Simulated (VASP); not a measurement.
The system is CoO.

```
Co O
1.0
    -1.50800    1.50800    2.10725
     1.50800   -1.50800    2.10725
     1.50800    1.50800   -2.10725
Co O
1 1
Direct
  0.00000 0.00000 0.00000
  0.50000 0.50000 0.00000
```

Program: VASP 6.6.1. Alike in all runs: task single point; level PBE; potentials or basis VASP PAW PBE potentials, release 64 (Co_sv, O); spin collinear, ferromagnetic start; cell as given; k mesh 10 × 10 × 10; cutoff (eV) 600.

Question: Order these runs on this cell by their pressure, lowest first.
A. fixed moment (μB) 2.0; smearing fermi-dirac 0.05 eV
B. fixed moment (μB) 1.5; smearing fermi-dirac 0.05 eV
C. fixed moment (μB) 4.0; smearing fermi-dirac 0.05 eV
D. smearing gaussian 0.1 eV

Answer: B (-13.7 GPa), A (-9.9 GPa), D (-2.6 GPa), C (22.3 GPa).

Caveats: a cell with one magnetic atom can't hold antiferromagnetic order, which such compounds often take; the total moment is fixed, so each spin has its own Fermi level (at least some runs); the cell stands under tension (at least some runs); the cell stands under pressure (at least some runs).
